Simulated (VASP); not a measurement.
The system is AlNi3.

```
Al Ni
1.0
     2.55051    0.00000    0.00000
    -1.27526    2.20881    0.00000
     0.00000    0.00000    8.12344
Al Ni
1 3
Direct
  0.33333 0.66667 0.00000
  0.33333 0.66667 0.50000
  0.66667 0.33333 0.25000
  0.66667 0.33333 0.75000
```

- Program: VASP 6.6.1
- Task: relaxation of cell and atoms
- Functional: PBE
- Potentials or basis: VASP PAW PBE potentials, release 64 (Al, Ni)
- Cutoff: 600 eV
- k mesh: 6 × 6 × 2
- Occupations: gaussian, width 0.1 eV
- Spin: collinear spin, ferrimagnetic start
- Starting moments: [0.0, -2.0, -2.0, 2.0] μB

At the start: pressure 2.9 GPa; volume 11.44 Å³/atom.

Q: How do energy, volume and symmetry change on relaxing?

A: Over 7 steps the energy falls by 24.9 meV/atom and the volume is 11.64 Å³/atom (+1.8 %); space group P-6m2 (No. 187, to 0.05 Å); moment 0.36 μB per cell.

The path:
```tsv
step	energy change (eV)	largest force (eV/Å)	pressure (GPa)	volume (Å³)
1	0.0000	0.4004	2.90	45.76
2	-0.0884	0.2185	-1.92	47.11
3	-0.0896	0.1932	-2.39	47.28
4	-0.0963	0.0661	1.29	46.25
5	-0.0980	0.1086	0.12	46.56
6	-0.0991	0.0520	0.09	46.57
7	-0.0994	0.0004	0.06	46.57
```

Final structure:
```
CELL_PARAMETERS angstrom
2.61532 0.00000 0.00000
-1.30766 2.26493 0.00000
0.00000 0.00000 7.86187
ATOMIC_POSITIONS crystal
Al 0.33333 0.66667 0.00000
Ni 0.33333 0.66667 0.50000
Ni 0.66667 0.33333 0.24484
Ni 0.66667 0.33333 0.75517
```

Caveat: the k points lie up to 0.46 Å⁻¹ apart in the final cell.
